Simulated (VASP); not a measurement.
Ag, 2 atoms in the cell. It takes space group Fm-3m (No. 225, cubic). The conventional cell has a = 4.115 Å, b = 4.115 Å, c = 4.115 Å, α = 90.00°, β = 90.00°, γ = 90.00°. Within 3.8 Å of Ag (site symmetry m-3m) lie 12 Ag at 2.91 Å.  This cell differs from its parent crystal: equal strain along all axes, cell held: +1.5 %.

- Program: VASP 6.6.1
- Task: single point
- Functional: PBEsol
- Potentials or basis: VASP PAW PBE potentials, release 64 (Ag)
- Cutoff: 520 eV
- k mesh: 18 × 18 × 14
- Occupations: gaussian, width 0.1 eV
- Spin: no spin polarisation
- Dipole correction: no
- Further INCAR settings: ALGO = Fast; EDIFF = 1e-06; NBANDS = 18

Potentials or basis: VASP PAW PBE potentials, release 64 (Ag).

The run is started by

```console
$ cat potpaw_PBE.64/Ag/POTCAR > POTCAR
$ mpirun -np 1 vasp_std > vasp.out
```

Hardware: 1 thread of Intel Xeon 8259CL, with other jobs on the host.

Problem. How long does it take, and how much memory?

Solution. Wall time 3.8 min on 1 thread of Intel Xeon 8259CL, with other jobs on the host, peak memory 0.33 GiB. Counts: scf iterations 12, k points 440.
